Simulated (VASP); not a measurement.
# TiAl3 in VASP: further runs

Runs on TiAl3. Level: r2SCAN+D3(BJ). Tasks: single point.

All numbers are computed with VASP 6.6.1; they aren't measurements. Logs are shortened: lines on timing, memory, paths and dates and some standing lists are left out, and cuts for length are marked.

## 1. The cell of the first run

The cell holds a slab with vacuum, 16 atoms: a = 5.594 Å, b = 7.911 Å, c = 15.196 Å, α = 90.00°, β = 90.00°, γ = 90.00°.

## 2. Single point, r2SCAN+D3(BJ)

Contents of POSCAR:

```
TiAl3
1.0
    5.5941640000      0.0000000000      0.0000000000
    0.0000000000      7.9113420000      0.0000000000
    0.0000000000      0.0000000000     15.1956230000
Ti Al
4 12
Direct
    0.0000000000      0.0000000000      0.0658084239
    0.4948013680     -0.0226257442      0.2236565095
    0.0000000000      0.5000036656      0.0658084239
    0.5002534784      0.4865672600      0.2568239552
    0.5000032176      0.0000000000      0.0658084239
    0.2442009208      0.2512974411      0.1346440353
    0.7385375187      0.2515881629      0.1418895428
   -0.0163920829     -0.0082413325      0.2380948777
    0.7298498936      0.2003705566      0.3238432541
    0.2387666861      0.2032651350      0.3156369436
    0.5000032176      0.5000036656      0.0658084239
    0.2612007800      0.7439572199      0.1488915591
    0.7815823776      0.7234550093      0.1638629755
   -0.0088485071      0.4686183457      0.2860823804
    0.7637066057      0.7382944638      0.3456258424
    0.2506540745      0.7664565632      0.3279431189
```

Contents of INCAR.step1:

```
SYSTEM = TiAl3
ALGO = Normal ; EDIFF = 1E-4
ENCUT = 520 ; GGA = PE
ISMEAR = -1 ; LASPH = .True.
LCHARG = .False. ; LREAL = Auto
LWAVE = .True. ; NBANDS = 56
NELM = 60 ; PREC = Accurate
SIGMA = 0.1
```

Contents of INCAR.step2:

```
SYSTEM = TiAl3
ALGO = Normal ; EDIFF = 1E-7
ENCUT = 520 ; ISIF = 2
ISMEAR = -1 ; ISTART = 1
IVDW = 12 ; LASPH = .True.
LCHARG = .False. ; LMIXTAU = .True.
LREAL = Auto ; LWAVE = .False.
METAGGA = R2SCAN ; NBANDS = 56
NELM = 60 ; PREC = Accurate
SIGMA = 0.1 ; VDW_A1 = 0.49484001
VDW_A2 = 5.73083694 ; VDW_S6 = 1.0
VDW_S8 = 0.78981345
```

Contents of KPOINTS:

```
k-points
0
Gamma
  3 2 1
  0 0 0
```

Potentials or basis: VASP PAW PBE potentials, release 64 (Ti_sv, Al).

Command:

```sh
$ cat potpaw_PBE.64/Ti_sv/POTCAR potpaw_PBE.64/Al/POTCAR > POTCAR
$ cp INCAR.step1 INCAR
$ mpirun -np 1 vasp_std > vasp.out
$ cp INCAR.step2 INCAR
$ mpirun -np 1 vasp_std > vasp.out
```

OUTCAR:

```text
SYSTEM = TiAl3
   EDIFF = 1E-7
   ENCUT = 520
   ISIF = 2
   ISMEAR = -1
   ISTART = 1
   IVDW = 12
   LASPH = .True.
   LREAL = Auto
   METAGGA = R2SCAN
   NELM = 60
   PREC = Accurate
 IVDW          = 12

 ion  position               nearest neighbor table
   1  0.000  0.000  0.066-   8 2.62   6 2.63   7 2.73   5 2.80   5 2.80  12 2.80  13 2.92
   2  0.495  0.977  0.224-   5 2.41  12 2.53   9 2.68  16 2.68  10 2.68  13 2.73   8 2.75   7 2.85
                             8 2.87   6 2.91  15 3.05
   3  0.000  0.500  0.066-   6 2.61  13 2.61   7 2.71  12 2.73  11 2.80  11 2.80
   4  0.500  0.487  0.257-  14 2.79   9 2.80  15 2.82  10 2.82  13 2.83  16 2.83   7 2.88  14 2.89
                            11 2.90  12 2.94   6 2.99
   5  0.500  0.000  0.066-   2 2.41   7 2.66   6 2.66  12 2.74   1 2.80   1 2.80  13 3.08
   6  0.244  0.251  0.135-   3 2.61   1 2.63  11 2.65   5 2.66   7 2.77  10 2.78   7 2.83   2 2.91
                             8 2.97   4 2.99  14 3.20
   7  0.739  0.252  0.142-  11 2.64   5 2.66   3 2.71   1 2.73   6 2.77   9 2.79   6 2.83   2 2.85
                             8 2.87   4 2.88  14 3.12
   8  0.984  0.992  0.238-  10 2.50   9 2.54   1 2.62  13 2.66  16 2.70   2 2.75  12 2.84  15 2.86
                             2 2.87   7 2.87   6 2.97
   9  0.730  0.200  0.324-   8 2.54  14 2.64   2 2.68  10 2.75   7 2.79   4 2.80  10 2.85
  10  0.239  0.203  0.316-   8 2.50  14 2.55   2 2.68   9 2.75   6 2.78   4 2.82   9 2.85
  11  0.500  0.500  0.066-   7 2.64   6 2.65  12 2.67   3 2.80   3 2.80  13 2.80   4 2.90
  12  0.261  0.744  0.149-   2 2.53  11 2.67  13 2.70  16 2.73   3 2.73   5 2.74   1 2.80   8 2.84
                            13 2.92   4 2.94
  13  0.782  0.723  0.164-   3 2.61   8 2.66  12 2.70   2 2.73  15 2.77  11 2.80   4 2.83   1 2.92
                            12 2.92  14 2.98   5 3.08
  14  0.991  0.469  0.286-  10 2.55   9 2.64  15 2.64   4 2.79  16 2.84   4 2.89  13 2.98   7 3.12
                             6 3.20
  15  0.764  0.738  0.346-  14 2.64  16 2.75  13 2.77   4 2.82   8 2.86  16 2.89   2 3.05
  16  0.251  0.766  0.328-   2 2.68   8 2.70  12 2.73  15 2.75   4 2.83  14 2.84  15 2.89

  LATTYP: Found a simple orthorhombic cell.
 ALAT       =     5.5941640000
 B/A-ratio  =     1.4142134553
 C/A-ratio  =     2.7163349162

  Lattice vectors:

 A1 = (   5.5941640000,   0.0000000000,   0.0000000000)
 A2 = (   0.0000000000,   7.9113420000,   0.0000000000)
 A3 = (   0.0000000000,   0.0000000000,  15.1956230000)

Analysis of symmetry for initial positions (statically):
=====================================================================
 Subroutine PRICEL returns:
 Original cell was already a primitive cell.

 Routine SETGRP: Setting up the symmetry group for a
 simple orthorhombic supercell.

 Subroutine GETGRP returns: Found  1 space group operations
 (whereof  1 operations were pure point group operations)
 out of a pool of  8 trial point group operations.

The static configuration has the point symmetry C_1 .

Analysis of symmetry for dynamics (positions and initial velocities):
=====================================================================
 Subroutine PRICEL returns:
 Original cell was already a primitive cell.

 Routine SETGRP: Setting up the symmetry group for a
 simple orthorhombic supercell.

 Subroutine GETGRP returns: Found  1 space group operations
 (whereof  1 operations were pure point group operations)
 out of a pool of  8 trial point group operations.

The dynamic configuration has the point symmetry C_1 .

 Subroutine INISYM returns: Found  1 space group operations
 (whereof  1 operations are pure point group operations),
 and found     1 'primitive' translations

----------------------------------------------------------------------------------------

                                     Primitive cell

  volume of cell :     672.5179

  direct lattice vectors                    reciprocal lattice vectors
     5.594164000  0.000000000  0.000000000     0.178757720  0.000000000  0.000000000
     0.000000000  7.911342000  0.000000000     0.000000000  0.126400805  0.000000000
     0.000000000  0.000000000 15.195623000     0.000000000  0.000000000  0.065808424

  length of vectors
     5.594164000  7.911342000 15.195623000     0.178757720  0.126400805  0.065808424

  position of ions in fractional coordinates (direct lattice)
     0.000000000  0.000000000  0.065808424
     0.494801368  0.977374256  0.223656510
     0.000000000  0.500003666  0.065808424
     0.500253478  0.486567260  0.256823955
     0.500003218  0.000000000  0.065808424
     0.244200921  0.251297441  0.134644035
[... 8 lines left out ...]
     0.763706606  0.738294464  0.345625842
     0.250654074  0.766456563  0.327943119

  ion indices of the primitive-cell ions
   primitive index   ion index
                 1           1
                 2           2
                 3           3
                 4           4
                 5           5
                 6           6
[... 8 lines left out ...]
                15          15
                16          16

----------------------------------------------------------------------------------------

 KPOINTS: k-points

Automatic generation of k-mesh.
 Grid dimensions read from file:
 generate k-points for:    3    2    1

 Generating k-lattice:

  Cartesian coordinates                     Fractional coordinates (reciprocal lattice)
     0.059585907  0.000000000  0.000000000     0.333333333  0.000000000  0.000000000
     0.000000000  0.063200403  0.000000000     0.000000000  0.500000000  0.000000000
     0.000000000  0.000000000  0.065808424     0.000000000  0.000000000  1.000000000

  Length of vectors
     0.059585907  0.063200403  0.065808424

  Shift w.r.t. Gamma in fractional coordinates (k-lattice)
     0.000000000  0.000000000  0.000000000

 Subroutine IBZKPT returns following result:
 ===========================================

 Found      4 irreducible k-points:

 Following reciprocal coordinates:
            Coordinates               Weight
  0.000000  0.000000  0.000000      1.000000
  0.333333  0.000000  0.000000      2.000000
  0.000000  0.500000  0.000000      1.000000
  0.333333  0.500000  0.000000      2.000000
   k-points           NKPTS =      4   k-points in BZ     NKDIM =      4   number of bands    NBANDS=     56
   number of dos      NEDOS =    301   number of ions     NIONS =     16
   total plane-waves  NPLWV = 302400
   dimension x,y,z NGX =    42 NGY =   60 NGZ =  120
   dimension x,y,z NGXF=    84 NGYF=  120 NGZF=  240
   ions per type =               4  12
   NGX,Y,Z   is equivalent  to a cutoff of  12.48, 12.61, 13.13 a.u.
   NGXF,Y,Z  is equivalent  to a cutoff of  24.96, 25.22, 26.26 a.u.
 SYSTEM =  TiAl3
   PREC   = accura    normal or accurate (medium, high low for compatibility)
   ISTART =      1    job   : 0-new  1-cont  2-samecut
   ICHARG =      0    charge: 1-file 2-atom 10-const
   ISPIN  =      1    spin polarized calculation?
   LNONCOLLINEAR =      F non collinear calculations
   LSORBIT =      F    spin-orbit coupling
   LASPH  =      T    aspherical Exc in radial PAW
   ENCUT  =  520.0 eV  38.22 Ry    6.18 a.u.  10.40 14.71 28.25*2*pi/ulx,y,z
   NELM   =     60;   NELMIN=  2; NELMDL=  0     # of ELM steps
   EDIFF  = 0.1E-06   stopping-criterion for ELM
   LREAL  =      T    real-space projection
   EDIFFG = 0.1E-05   stopping-criterion for IOM
   NSW    =      0    number of steps for IOM
   IBRION =     -1    ionic relax: 0-MD 1-quasi-New 2-CG
   NFREE  =      0    steps in history (QN), initial steepest desc. (CG)
   ISIF   =      2    stress and relaxation
   ISYM   =      2    0-nonsym 1-usesym 2-fastsym
   POTIM  = 0.5000    time-step for ionic-motion
   TEBEG  =    0.0;   TEEND  =   0.0 temperature during run
   PSTRESS=    0.0 pullay stress
   NELECT =      84.0000    total number of electrons
   NUPDOWN=      -1.0000    fix difference up-down
   EMIN   =  10.00;   EMAX   =-10.00  energy-range for DOS
   EFERMI =   0.00;   METHOD = LEGACY
   ISMEAR =    -1;   SIGMA  =   0.10  broadening in eV -4-tet -1-fermi 0-gaus
   EFERMI_NEDOS =   21; number of points for ismear=-14 and -15
   IALGO  =     38    algorithm
   IMIX   =      4    mixing-type and parameters
     AMIX     =   0.40;   BMIX     =  1.00
     AMIX_MAG =   1.60;   BMIX_MAG =  1.00
  volume/ion in A,a.u.               =      42.03       283.65
  Fermi-wavevector in a.u.,A,eV,Ry     =   0.818339  1.546437  9.111534  0.669679
  Thomas-Fermi vector in A             =   1.928948
   LORBIT       =      0    0 simple, 1 ext, 2 COOP (PROOUT), +10 PAW based schemes
   METAGGA = R2SCAN    functional components
   LHFCALC =     F    Hartree Fock is set to
   AEXX    =    0.0000 exact exchange contribution
   IVDW    =    12    specifies the selected vdW correction
   LEPSILON=     F    determine dielectric tensor
   LRPA    =     F    only Hartree local field effects (RPA)
 non-spin polarized calculation
  energy-cutoff  :      520.00
  volume of cell :      672.52
 maximum number of plane-waves:     18120
 NGX is ok and might be reduce to    42
   NGX = 21   NGY = 29   NGZ = 57

 number of electron      83.9999992 magnetization

 Free energy of the ion-electron system (eV)
  ---------------------------------------------------
  ext. energy  EPLUGINS =         0.00000000
  ---------------------------------------------------
  free energy    TOTEN  =      -128.31201476 eV

  energy without entropy =     -127.93168995  energy(sigma->0) =     -128.12185235

 E-fermi :   0.8095     XC(G=0):  -5.5104

 val. band max:        0.7224458154   @ k =   0.3333   0.5000   0.0000
 cond. band min:       0.8148141920   @ k =   0.3333   0.5000   0.0000
 fundamental gap:      0.0923683766
 Fermi energy:         0.8095406588

 k-point     1 :       0.0000    0.0000    0.0000
  band No.  band energies     occupation
      1     -58.7622      2.00000
      2     -58.6804      2.00000
      3     -58.5291      2.00000
      4     -58.0681      2.00000
      5     -34.2599      2.00000
      6     -34.0474      2.00000
[... 46 lines left out ...]
     53       2.2804      0.00000
     54       2.3446      0.00000
[... 169 lines left out ...]
     53       2.4471      0.00000
     54       2.5479      0.00000
 [bands above 54 left out]

------------------------ aborting loop because EDIFF is reached ----------------------------------------

 Edisp (eV)   -1.70255

 E8    (eV) :    -0.6529

  FORCE on cell =-STRESS in cart. coord.  units (eV):
  Direction    XX          YY          ZZ          XY          YZ          ZX
  --------------------------------------------------------------------------------------
  -------------------------------------------------------------------------------------
  Total     -11.33472    -2.09971     6.25793    -0.16075     4.92121     0.06863
  in kB     -27.00334    -5.00225    14.90861    -0.38297    11.72407     0.16350
  external pressure =       -5.70 kB  Pullay stress =        0.00 kB

 VOLUME and BASIS-vectors are now :
 -----------------------------------------------------------------------------
  energy-cutoff  :      520.00
  volume of cell :      672.52
      direct lattice vectors                 reciprocal lattice vectors
     5.594164000  0.000000000  0.000000000     0.178757720  0.000000000  0.000000000
     0.000000000  7.911342000  0.000000000     0.000000000  0.126400805  0.000000000
     0.000000000  0.000000000 15.195623000     0.000000000  0.000000000  0.065808424

 POSITION                                       TOTAL-FORCE (eV/Angst)
 -----------------------------------------------------------------------------------
      0.00000      0.00000      1.00000        -0.230285     -0.817913     -0.120346
      2.76800      7.73234      3.39860         0.330631      0.915957      2.205296
      0.00000      3.95570      1.00000         0.054768      0.001383      0.500636
      2.79850      3.84940      3.90260        -0.311869     -0.081161     -0.590936
      2.79710      0.00000      1.00000         0.091191     -0.429030     -2.433232
      1.36610      1.98810      2.04600         0.111973     -0.068258      0.818179
[... 8 lines left out ...]
      4.27230      5.84090      5.25200        -0.378632      0.408536     -0.352811
      1.40220      6.06370      4.98330        -0.076246     -0.538830      0.455208
 -----------------------------------------------------------------------------------
    total drift:                                0.005709     -0.026959      0.019142

  FREE ENERGIE OF THE ION-ELECTRON SYSTEM (eV)
  ---------------------------------------------------
  free  energy   TOTEN  =      -130.0145695930 eV

  energy  without entropy=     -129.6342447857  energy(sigma->0) =     -129.82440719
```

It took 23 min on 1 thread of Intel Xeon Platinum 8488C (Sapphire Rapids), shared host; peak memory 0.74 GiB.

What came out:

```
Free energy                : -130.0146 eV
Largest force              : 2.472 eV/Å
Band gap on the k mesh     : zero (filled and empty bands touch)
Dispersion energy per atom : -0.106 eV
```

Forces in eV/Å, atoms in the order of the input:
```
Ti  -0.230 -0.818 -0.120
Ti   0.331  0.916  2.205
Ti   0.055  0.001  0.501
Ti  -0.312 -0.081 -0.591
Al   0.091 -0.429 -2.433
Al   0.112 -0.068  0.818
Al   0.396 -0.048  0.434
Al   0.224 -0.656  0.102
Al  -0.241  0.528  0.427
Al   0.697  0.471  0.824
Al   0.176  0.323 -0.488
Al  -0.387 -0.822 -0.521
Al  -0.673  0.188 -0.504
Al   0.218  0.625 -0.754
Al  -0.379  0.409 -0.353
Al  -0.076 -0.539  0.455
```

Caveat: the k points lie up to 0.40 Å⁻¹ apart; the PAW data sets were made with another functional, which shifts forces and pressure a little.

## 3. Single point, r2SCAN+D3(BJ)

Contents of POSCAR:

```
TiAl3
1.0
    5.5941640000      0.0000000000      0.0000000000
    0.0000000000      7.9113420000      0.0000000000
    0.0000000000      0.0000000000     15.1956230000
Ti Al
4 12
Direct
    0.0000000000      0.0000000000      0.0658084239
    0.4850054450     -0.0223350223      0.2389372255
    0.0000000000      0.5000036656      0.0658084239
    0.5022555649      0.4571285125      0.2475910333
    0.5000032176      0.0000000000      0.0658084239
    0.2517981239      0.2608280618      0.1448772452
    0.7703921444      0.2532692936      0.1402772364
   -0.0583107682     -0.0359610291      0.2451824450
    0.7136723199      0.1879200773      0.3425131039
    0.2597707182      0.1985124648      0.3138732779
    0.5000032176      0.5000036656      0.0658084239
    0.2441294177      0.7446271442      0.1379344565
    0.7199824674      0.7174888913      0.1650409463
    0.0300670484      0.4756083102      0.2648328404
    0.7539106826      0.7216095575      0.3393279762
    0.2941100761      0.7597826007      0.3493440183
```

Contents of INCAR.step1:

```
SYSTEM = TiAl3
PREC = Accurate
ENCUT = 520
ISMEAR = -1
SIGMA = 0.1
LREAL = Auto
LASPH = .True.
NELM = 60
NBANDS = 56
GGA = PE
ALGO = Normal
EDIFF = 1E-4
LWAVE = .True.
LCHARG = .False.
```

Contents of INCAR.step2:

```
SYSTEM = TiAl3
PREC = Accurate
ENCUT = 520
EDIFF = 1E-6
ISMEAR = -1
SIGMA = 0.1
LREAL = Auto
LASPH = .True.
NELM = 60
ALGO = Normal
ISIF = 2
LWAVE = .False.
LCHARG = .False.
METAGGA = R2SCAN
LMIXTAU = .True.
IVDW = 12
VDW_S6 = 1.0
VDW_S8 = 0.78981345
VDW_A1 = 0.49484001
VDW_A2 = 5.73083694
NBANDS = 56
ISTART = 1
```

Contents of KPOINTS:

```
Automatic mesh
0
Gamma
  3 2 1
  0 0 0
```

Potentials or basis: VASP PAW PBE potentials, release 64 (Ti_sv, Al).

Command:

```sh
$ cat potpaw_PBE.64/Ti_sv/POTCAR potpaw_PBE.64/Al/POTCAR > POTCAR
$ cp INCAR.step1 INCAR
$ mpirun -np 1 vasp_std > vasp.out
$ cp INCAR.step2 INCAR
$ mpirun -np 1 vasp_std > vasp.out
```

Wall time 26 min (1 thread of Intel Xeon Platinum 8488C (Sapphire Rapids), shared host); peak memory 0.73 GiB.

It converged, with:

- Free energy: -129.1286 eV
- Largest force: 2.403 eV/Å
- Band gap on the k mesh: zero (bands 42 and 43 overlap by 0.02 eV)
- Dispersion energy per atom: -0.106 eV

Forces on the atoms (eV/Å):
```
Ti  -0.158 -0.494  0.510
Ti  -0.102 -0.316 -0.889
Ti  -0.092  0.152  0.565
Ti   0.537  1.263  0.567
Al   0.113 -0.171 -0.951
Al   0.015 -1.254 -0.585
Al  -0.804 -0.760  0.881
Al   2.267  0.693  0.227
Al   1.149  0.946 -0.478
Al  -1.682  0.705  1.565
Al   0.068 -0.317 -0.938
Al  -0.244 -0.140  0.951
Al   0.982  0.430 -1.080
Al  -0.951  0.287  0.028
Al   0.369 -0.315  0.364
Al  -1.467 -0.710 -0.736
```

Levels at points of the mesh, in eV from the Fermi level:
```tsv
k point	band 40	band 41	band 42	band 43	band 44	band 45
(0.00, 0.00, 0.00)	-0.49	-0.42	-0.21	0.12	0.33	0.40
(0.00, 0.50, 0.00)	-0.52	-0.44	-0.27	0.11	0.17	0.48
```

Caveat: the k points lie up to 0.40 Å⁻¹ apart; the atoms stand as in a frame of molecular dynamics; the PAW data sets were made with another functional, which shifts forces and pressure a little.

[end of part 1 of 2]
